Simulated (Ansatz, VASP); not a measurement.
MnPt2: VASP and Ansatz over several settings

```xyz
3
Lattice="2.8773 0.0000 0.0000 -1.4387 2.4918 0.0000 0.0000 0.0000 6.5758" Properties=species:S:1:pos:R:3 pbc="T T T"
Pt    1.4387    0.8306    2.0793
Pt    0.0000    1.6612    4.4965
Mn    0.0000    0.0000    0.0000
```

Single points on this cell with VASP 6.6.1 and Ansatz 0.2.0. Each row is one pair of runs. Alike in all rows: spin: collinear, typed start; k mesh: 11 × 11 × 4; smearing: fermi-dirac, width 0.05 eV.

```csv
level,"VASP's potentials, cutoff","Ansatz's potentials, cutoff","gap on the k mesh at the Fermi level (eV), VASP","gap on the k mesh at the Fermi level (eV), Ansatz","pressure (GPa), VASP","pressure (GPa), Ansatz","net moment per atom (μB), VASP","net moment per atom (μB), Ansatz"
PBEsol,"VASP PAW PBE potentials, release 64 (Pt, Mn_pv), 520 eV","Ansatz PAW, 420 eV",?,none,?,-12.2,?,1.53
LDA,"VASP PAW LDA potentials, release 64 (Pt, Mn_pv), 520 eV","Ansatz PAW, 420 eV",none,none,-18.6,-18.2,1.43,1.47
r2SCAN,"VASP PAW PBE potentials, release 64 (Pt, Mn_pv), 520 eV","Ansatz PAW, 500 eV",none,none,-5.5,-5.9,1.61,1.61
```

Task: Fill in what VASP gave in row 1.

Result: gap on the k mesh at the Fermi level (eV): none; pressure (GPa): -12.3; net moment per atom (μB): 1.53.

VASP's potentials hold 33 valence electrons a cell and Ansatz's 51, so a difference there can come from the potentials and not from the codes.

A gap of «none» marks a metal or a gap that the smearing closes.

Neither program's run includes spin-orbit coupling. Noted on Ansatz's runs: the magnetic or orbital state may not be the lowest.
